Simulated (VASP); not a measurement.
# Hf (P6/mmm) in VASP: a series of runs

Runs on Hf. Level: LDA. Tasks: single point.

Program: VASP 6.6.1. These are calculated values, not measurements. Logs are shortened: lines on timing, memory, paths and dates and some standing lists are left out, and cuts for length are marked.

## 1. The cell of the first run

The structure is hexagonal, space group P6/mmm (No. 191). The conventional cell has a = 4.962 Å, b = 4.962 Å, c = 3.086 Å, α = 90.00°, β = 90.00°, γ = 120.00°. Hf (site symmetry 6/mmm) has 14 Hf at 3.09 to 3.25 Å within 4.1 Å. Hf (site symmetry -6m2) has 11 Hf at 2.87 to 3.25 Å within 3.8 Å.

## 2. Single point, LDA

INCAR

```
SYSTEM = Hf
PREC     = Accurate       ! precision mode
ENCUT    = 520            ! plane-wave cutoff, eV
EDIFF    = 1E-6           ! SCF threshold, eV
ISMEAR   = -1             ! smearing method
SIGMA    = 0.05           ! smearing width, eV
LREAL    = .FALSE.        ! projectors in reciprocal space
LASPH    = .TRUE.         ! aspherical terms in the spheres
NELM     = 60             ! most SCF steps
ALGO     = Normal         ! electronic algorithm
ISIF     = 2              ! what is computed and relaxed
LWAVE    = .FALSE.        ! write WAVECAR
LCHARG   = .FALSE.        ! write CHGCAR
GGA      = CA             ! functional
NBANDS   = 22             ! bands
```

KPOINTS

```
regular mesh
0
G
  6 6 9
  0 0 0
```

POSCAR

```
Hf
1.0
    4.9623295440      0.0000000000      0.0000000000
   -2.4811647720      4.2975034470      0.0000000000
    0.0000000000      0.0000000000      3.0862322500
Hf
3
Direct
    0.0000000000      0.0000000000      0.0000000000
    0.3333333333      0.6666666667      0.5000000000
    0.6666666667      0.3333333333      0.5000000000
```

Potentials or basis: VASP PAW LDA potentials, release 64 (Hf_pv).

Started as:

```sh
> cat potpaw_LDA.64/Hf_pv/POTCAR > POTCAR
> mpirun -np 1 vasp_std > vasp.out
```

OUTCAR:

```text
SYSTEM = Hf
   PREC = Accurate
   ENCUT = 520
   EDIFF = 1E-6
   ISMEAR = -1
   LREAL = .FALSE.
   LASPH = .TRUE.
   NELM = 60
   ISIF = 2
   GGA = CA

 ion  position               nearest neighbor table
   1  0.000  0.000  0.000-   2 3.25   3 3.25   2 3.25   3 3.25   2 3.25   2 3.25   3 3.25   3 3.25
                             3 3.25   3 3.25   2 3.25   2 3.25
   2  0.333  0.667  0.500-   3 2.87   3 2.87   3 2.87   1 3.25   1 3.25   1 3.25   1 3.25   1 3.25
                             1 3.25
   3  0.667  0.333  0.500-   2 2.87   2 2.87   2 2.87   1 3.25   1 3.25   1 3.25   1 3.25   1 3.25
                             1 3.25

  LATTYP: Found a hexagonal cell.
 ALAT       =     4.9623295440
 C/A-ratio  =     0.6219321435

  Lattice vectors:

 A1 = (   4.9623295440,   0.0000000000,   0.0000000000)
 A2 = (  -2.4811647720,   4.2975034470,   0.0000000000)
 A3 = (   0.0000000000,   0.0000000000,   3.0862322500)

Analysis of symmetry for initial positions (statically):
=====================================================================
 Subroutine PRICEL returns:
 Original cell was already a primitive cell.

 Routine SETGRP: Setting up the symmetry group for a
 hexagonal supercell.

 Subroutine GETGRP returns: Found 24 space group operations
 (whereof 24 operations were pure point group operations)
 out of a pool of 24 trial point group operations.

The static configuration has the point symmetry D_6h.

Analysis of symmetry for dynamics (positions and initial velocities):
=====================================================================
 Subroutine PRICEL returns:
 Original cell was already a primitive cell.

 Routine SETGRP: Setting up the symmetry group for a
 hexagonal supercell.

 Subroutine GETGRP returns: Found 24 space group operations
 (whereof 24 operations were pure point group operations)
 out of a pool of 24 trial point group operations.

The dynamic configuration has the point symmetry D_6h.

 Subroutine INISYM returns: Found 24 space group operations
 (whereof 24 operations are pure point group operations),
 and found     1 'primitive' translations

----------------------------------------------------------------------------------------

                                     Primitive cell

  volume of cell :      65.8158

  direct lattice vectors                    reciprocal lattice vectors
     4.962329544  0.000000000  0.000000000     0.201518257  0.116346620  0.000000000
    -2.481164772  4.297503447  0.000000000     0.000000000  0.232693240  0.000000000
     0.000000000  0.000000000  3.086232250     0.000000000  0.000000000  0.324019685

  length of vectors
     4.962329544  4.962329544  3.086232250     0.232693240  0.232693240  0.324019685

  position of ions in fractional coordinates (direct lattice)
     0.000000000  0.000000000  0.000000000
     0.333333333  0.666666667  0.500000000
     0.666666667  0.333333333  0.500000000

  ion indices of the primitive-cell ions
   primitive index   ion index
                 1           1
                 2           2
                 3           3

----------------------------------------------------------------------------------------

 KPOINTS: regular mesh

Automatic generation of k-mesh.
 Grid dimensions read from file:
 generate k-points for:    6    6    9

 Generating k-lattice:

  Cartesian coordinates                     Fractional coordinates (reciprocal lattice)
     0.033586376  0.019391103  0.000000000     0.166666667  0.000000000  0.000000000
     0.000000000  0.038782207  0.000000000     0.000000000  0.166666667  0.000000000
     0.000000000  0.000000000  0.036002187     0.000000000  0.000000000  0.111111111

  Length of vectors
     0.038782207  0.038782207  0.036002187

  Shift w.r.t. Gamma in fractional coordinates (k-lattice)
     0.000000000  0.000000000  0.000000000

 Subroutine IBZKPT returns following result:
 ===========================================

 Found     35 irreducible k-points:

 Following reciprocal coordinates:
            Coordinates               Weight
  0.000000  0.000000  0.000000      1.000000
  0.166667 -0.000000  0.000000      6.000000
  0.333333  0.000000  0.000000      6.000000
  0.500000 -0.000000  0.000000      3.000000
  0.166667  0.166667  0.000000      6.000000
  0.333333  0.166667  0.000000     12.000000
[... 16 lines left out ...]
  0.166667 -0.000000  0.333333     12.000000
  0.333333  0.000000  0.333333     12.000000
 [... further k-points ...]
   k-points           NKPTS =     35   k-points in BZ     NKDIM =     35   number of bands    NBANDS=     22
   number of dos      NEDOS =    301   number of ions     NIONS =      3
   total plane-waves  NPLWV =  38400
   dimension x,y,z NGX =    40 NGY =   40 NGZ =   24
   dimension x,y,z NGXF=    80 NGYF=   80 NGZF=   48
   ions per type =               3
   NGX,Y,Z   is equivalent  to a cutoff of  13.40, 13.40, 12.93 a.u.
   NGXF,Y,Z  is equivalent  to a cutoff of  26.80, 26.80, 25.86 a.u.
 SYSTEM =  Hf
   PREC   = accura    normal or accurate (medium, high low for compatibility)
   ISTART =      0    job   : 0-new  1-cont  2-samecut
   ICHARG =      2    charge: 1-file 2-atom 10-const
   ISPIN  =      1    spin polarized calculation?
   LNONCOLLINEAR =      F non collinear calculations
   LSORBIT =      F    spin-orbit coupling
   LASPH  =      T    aspherical Exc in radial PAW
   ENCUT  =  520.0 eV  38.22 Ry    6.18 a.u.   9.23  9.23  5.74*2*pi/ulx,y,z
   NELM   =     60;   NELMIN=  2; NELMDL= -5     # of ELM steps
   EDIFF  = 0.1E-05   stopping-criterion for ELM
   LREAL  =      F    real-space projection
   EDIFFG = 0.1E-04   stopping-criterion for IOM
   NSW    =      0    number of steps for IOM
   IBRION =     -1    ionic relax: 0-MD 1-quasi-New 2-CG
   NFREE  =      0    steps in history (QN), initial steepest desc. (CG)
   ISIF   =      2    stress and relaxation
   ISYM   =      2    0-nonsym 1-usesym 2-fastsym
   POTIM  = 0.5000    time-step for ionic-motion
   TEBEG  =    0.0;   TEEND  =   0.0 temperature during run
   PSTRESS=    0.0 pullay stress
   NELECT =      30.0000    total number of electrons
   NUPDOWN=      -1.0000    fix difference up-down
   EMIN   =  10.00;   EMAX   =-10.00  energy-range for DOS
   EFERMI =   0.00;   METHOD = LEGACY
   ISMEAR =    -1;   SIGMA  =   0.05  broadening in eV -4-tet -1-fermi 0-gaus
   EFERMI_NEDOS =   21; number of points for ismear=-14 and -15
   IALGO  =     38    algorithm
   IMIX   =      4    mixing-type and parameters
     AMIX     =   0.40;   BMIX     =  1.00
     AMIX_MAG =   1.60;   BMIX_MAG =  1.00
  volume/ion in A,a.u.               =      21.94       148.05
  Fermi-wavevector in a.u.,A,eV,Ry     =   1.259907  2.380879 21.597416  1.587365
  Thomas-Fermi vector in A             =   2.393443
   LORBIT       =      0    0 simple, 1 ext, 2 COOP (PROOUT), +10 PAW based schemes
   GGA     = CA    functional components
   LHFCALC =     F    Hartree Fock is set to
   AEXX    =    0.0000 exact exchange contribution
   IVDW    =     0    specifies the selected vdW correction
   LEPSILON=     F    determine dielectric tensor
   LRPA    =     F    only Hartree local field effects (RPA)
 non-spin polarized calculation
  energy-cutoff  :      520.00
  volume of cell :       65.82
 maximum number of plane-waves:      1794
 NGX is ok and might be reduce to    40
   NGX = 19   NGY = 19   NGZ = 11

 number of electron      30.0000003 magnetization

 Free energy of the ion-electron system (eV)
  ---------------------------------------------------
  ext. energy  EPLUGINS =         0.00000000
  ---------------------------------------------------
  free energy    TOTEN  =       -31.93744969 eV

  energy without entropy =      -31.91218541  energy(sigma->0) =      -31.92481755

 E-fermi :   4.7218     XC(G=0): -11.5581

 val. band max:        4.7090950282   @ k =   0.3333   0.3333   0.2222
 cond. band min:       4.7314163998   @ k =   0.3333   0.1667   0.4444
 fundamental gap:      0.0223213716
 Fermi energy:         4.7218057500

 k-point     1 :       0.0000    0.0000    0.0000
  band No.  band energies     occupation
      1     -25.8318      2.00000
      2     -25.8318      2.00000
      3     -25.7601      2.00000
      4     -25.7601      2.00000
      5     -25.4008      2.00000
      6     -25.1370      2.00000
[... 14 lines left out ...]
     21       7.5413      0.00000
     22       7.5931      0.00000

 k-point     2 :       0.1667   -0.0000    0.0000
  band No.  band energies     occupation
      1     -25.9334      2.00000
      2     -25.8980      2.00000
      3     -25.6549      2.00000
      4     -25.6286      2.00000
      5     -25.3902      2.00000
      6     -25.1387      2.00000
[... 14 lines left out ...]
     21       7.1125      0.00000
     22       8.4543      0.00000

 k-point     3 :       0.3333    0.0000    0.0000
  band No.  band energies     occupation
      1     -26.0267      2.00000
      2     -25.8731      2.00000
      3     -25.5542      2.00000
      4     -25.5400      2.00000
      5     -25.3677      2.00000
      6     -25.1718      2.00000
[... 14 lines left out ...]
     21       8.0110      0.00000
     22       8.8951      0.00000

 k-point     4 :       0.5000   -0.0000    0.0000
  band No.  band energies     occupation
      1     -26.0609      2.00000
      2     -25.7975      2.00000
      3     -25.5954      2.00000
      4     -25.5162      2.00000
      5     -25.3558      2.00000
      6     -25.1967      2.00000
[... 14 lines left out ...]
     21       7.7423      0.00000
     22       9.0089      0.00000

 k-point     5 :       0.1667    0.1667    0.0000
  band No.  band energies     occupation
      1     -25.9603      2.00000
      2     -25.9410      2.00000
      3     -25.6112      2.00000
      4     -25.5037      2.00000
      5     -25.3736      2.00000
      6     -25.1557      2.00000
[... 14 lines left out ...]
     21       7.7063      0.00000
     22       9.2063      0.00000

 k-point     6 :       0.3333    0.1667    0.0000
  band No.  band energies     occupation
      1     -26.0002      2.00000
      2     -25.8610      2.00000
      3     -25.6770      2.00000
      4     -25.4144      2.00000
      5     -25.3565      2.00000
      6     -25.2315      2.00000
[... 14 lines left out ...]
     21       7.9788      0.00000
     22       8.6661      0.00000

 k-point     7 :       0.3333    0.3333    0.0000
  band No.  band energies     occupation
      1     -25.8667      2.00000
      2     -25.8667      2.00000
      3     -25.8539      2.00000
      4     -25.3514      2.00000
      5     -25.3068      2.00000
      6     -25.3068      2.00000
[... 324 lines left out ...]
      6     -25.3261      2.00000
[... 14 lines left out ...]
     21       8.2125      0.00000
     22       8.4387      0.00000

 k-point    21 :       0.3333    0.3333    0.2222
  band No.  band energies     occupation
      1     -25.8907      2.00000
      2     -25.8271      2.00000
      3     -25.8271      2.00000
      4     -25.5094      2.00000
      5     -25.3477      2.00000
      6     -25.3477      2.00000
[... 14 lines left out ...]
     21       8.4508      0.00000
     22       9.2266      0.00000

 k-point    22 :       0.0000    0.0000    0.3333
  band No.  band energies     occupation
      1     -25.7771      2.00000
      2     -25.7377      2.00000
      3     -25.7377      2.00000
      4     -25.7060      2.00000
      5     -25.7060      2.00000
      6     -25.6102      2.00000
[... 14 lines left out ...]
     21       8.7426      0.00000
     22       9.2799      0.00000

 k-point    23 :       0.1667   -0.0000    0.3333
  band No.  band energies     occupation
      1     -25.8323      2.00000
      2     -25.7987      2.00000
      3     -25.7525      2.00000
      4     -25.6564      2.00000
      5     -25.6554      2.00000
      6     -25.5477      2.00000
[... 14 lines left out ...]
     21       8.6558      0.00000
     22       9.3507      0.00000

 k-point    24 :       0.3333    0.0000    0.3333
  band No.  band energies     occupation
      1     -25.8767      2.00000
      2     -25.8581      2.00000
      3     -25.7985      2.00000
      4     -25.6165      2.00000
      5     -25.5570      2.00000
      6     -25.4706      2.00000
[... 14 lines left out ...]
     21       8.3283      0.00000
     22       9.2013      0.00000

 [... further k-points ...]
[... 5 lines left out ...]
  --------------------------------------------------------------------------------------
  -------------------------------------------------------------------------------------
  Total       -2.8757205     -2.8757205     -2.4143797      0.0000000     -0.0000000     -0.0000000
  in kB      -70.0046389    -70.0046389    -58.7740637      0.0000000     -0.0000000     -0.0000000
  external PRESSURE =     -66.2611138 kB  Pullay stress =       0.0000000 kB

 VOLUME and BASIS-vectors are now :
 -----------------------------------------------------------------------------
  energy-cutoff  :      520.00
  volume of cell :       65.82
      direct lattice vectors                 reciprocal lattice vectors
     4.962329544  0.000000000  0.000000000     0.201518257  0.116346620  0.000000000
    -2.481164772  4.297503447  0.000000000     0.000000000  0.232693240  0.000000000
     0.000000000  0.000000000  3.086232250     0.000000000  0.000000000  0.324019685

 POSITION                                       TOTAL-FORCE (eV/Angst)
 -----------------------------------------------------------------------------------
      0.00000      0.00000      0.00000         0.000000      0.000000      0.000000
     -0.00000      2.86500      1.54312         0.000000     -0.000000     -0.000000
      2.48116      1.43250      1.54312        -0.000000      0.000000      0.000000
 -----------------------------------------------------------------------------------
    total drift:                                0.000000     -0.000000      0.000000

  FREE ENERGIE OF THE ION-ELECTRON SYSTEM (eV)
  ---------------------------------------------------
  free  energy   TOTEN  =       -31.9374496859 eV

  energy  without entropy=      -31.9121854069  energy(sigma->0) =      -31.92481755
```

Run time: 26 s. Hardware: 1 thread of Intel Xeon 6975P-C (Granite Rapids), shared host; peak memory 0.18 GiB.

What came out:

```
Free energy            : -31.9374 eV
Pressure               : -6.6 GPa
Band gap on the k mesh : zero (band 15 reaches 4.99 eV, above the bottom of band 16 at 4.19 eV)
```

Levels at points of the mesh, in eV from the Fermi level:
```tsv
k point	band 12	band 13	band 14	band 15	band 16	band 17	band 18	band 19
(0.00, 0.00, 0.00)	-0.64	-0.59	-0.59	-0.53	-0.53	1.05	2.08	2.08
(0.50, 0.00, 0.00)	-3.53	-0.47	-0.45	-0.37	0.16	0.83	1.25	1.53
```

Caveat: spin-orbit coupling is left out, which moves the levels of the heavy elements.

## 3. Single point, LDA (volume scaled by 1.02)

INCAR

```
SYSTEM = Hf
PREC = Accurate
ENCUT = 520
EDIFF = 1E-6
ISMEAR = -1
SIGMA = 0.05
LREAL = .False.
LASPH = .True.
NELM = 60
ALGO = Normal
ISIF = 2
LWAVE = .False.
LCHARG = .False.
GGA = CA
NBANDS = 22
```

KPOINTS

```
Automatic mesh
0
Gamma
  6 6 9
  0 0 0
```

POSCAR

```
Hf
1.0
    4.9951936113      0.0000000000      0.0000000000
   -2.4975968057      4.3259645642      0.0000000000
    0.0000000000      0.0000000000      3.1066714698
Hf
3
Direct
    0.0000000000      0.0000000000      0.0000000000
    0.3333333333      0.6666666667      0.5000000000
    0.6666666667      0.3333333333      0.5000000000
```

Potentials or basis: VASP PAW LDA potentials, release 64 (Hf_pv).

Started as:

```sh
> cat potpaw_LDA.64/Hf_pv/POTCAR > POTCAR
> mpirun -np 1 vasp_std > vasp.out
```

It took 22 s on 1 thread of Intel Xeon 6975P-C (Granite Rapids), shared host; peak memory 0.18 GiB.

It converged, with:

```
Free energy            : -31.8754 eV
Pressure               : -8.5 GPa
Band gap on the k mesh : zero (band 15 reaches 4.85 eV, above the bottom of band 16 at 4.05 eV)
```

Stress tensor (GPa, compression positive):
```
-8.85  0.00  0.00
 0.00 -8.85  0.00
 0.00  0.00 -7.79
```

Levels at points of the mesh, in eV from the Fermi level:
| k point | band 13 | band 14 | band 15 | band 16 | band 17 | band 18 |
| --- | --- | --- | --- | --- | --- | --- |
| (0.00, 0.00, 0.00) | -0.59 | -0.59 | -0.53 | -0.53 | 1.04 | 2.06 |
| (0.50, 0.00, 0.00) | -0.44 | -0.42 | -0.35 | 0.18 | 0.82 | 1.17 |

Caveat: spin-orbit coupling is left out, which moves the levels of the heavy elements.

## 4. Single point, LDA (volume scaled by 1.04)

INCAR

```
SYSTEM = Hf
PREC = Accurate
ENCUT = 520
EDIFF = 1E-6
ISMEAR = -1
SIGMA = 0.05
LREAL = .False.
LASPH = .True.
NELM = 80
ALGO = Fast
ISIF = 2
LWAVE = .False.
LCHARG = .True.
GGA = CA
LELF = .True.
LVHAR = .True.
NBANDS = 22
```

KPOINTS

```
regular mesh
0
Gamma
  6 6 9
  0 0 0
```

POSCAR

```
Hf
1.0
    5.0276308424      0.0000000000      0.0000000000
   -2.5138154212      4.3540560303      0.0000000000
    0.0000000000      0.0000000000      3.1268452265
Hf
3
Direct
    0.0000000000      0.0000000000      0.0000000000
    0.3333333333      0.6666666667      0.5000000000
    0.6666666667      0.3333333333      0.5000000000
```

Started as:

```sh
> cat potpaw_LDA.64/Hf_pv/POTCAR > POTCAR
> mpirun -np 1 vasp_std > vasp.out
```

It took 27 s on 1 thread of Intel Xeon 6975P-C (Granite Rapids), shared host; peak memory 0.18 GiB.

It converged, with:

```yaml
Free_energy: -31.7987 eV
Pressure: -10.2 GPa
Band_gap_on_the_k_mesh: zero (band 15 reaches 4.72 eV, above the bottom of band 16 at 3.91 eV)
```

Stress tensor (GPa, compression positive):
```
-10.54   0.00   0.00
  0.00 -10.54   0.00
  0.00   0.00  -9.54
```

Levels at points of the mesh, in eV from the Fermi level:
```csv
k point,band 11,band 12,band 13,band 14,band 15,band 16,band 17,band 18,band 19,band 20
"(0.00, 0.00, 0.00)",-2.39,-0.64,-0.59,-0.59,-0.53,-0.53,1.03,2.03,2.03,2.73
"(0.50, 0.00, 0.00)",-4.39,-3.41,-0.41,-0.39,-0.32,0.20,0.82,1.11,1.51,2.85
```

Caveat: spin-orbit coupling is left out, which moves the levels of the heavy elements.

[end of part 1 of 2]
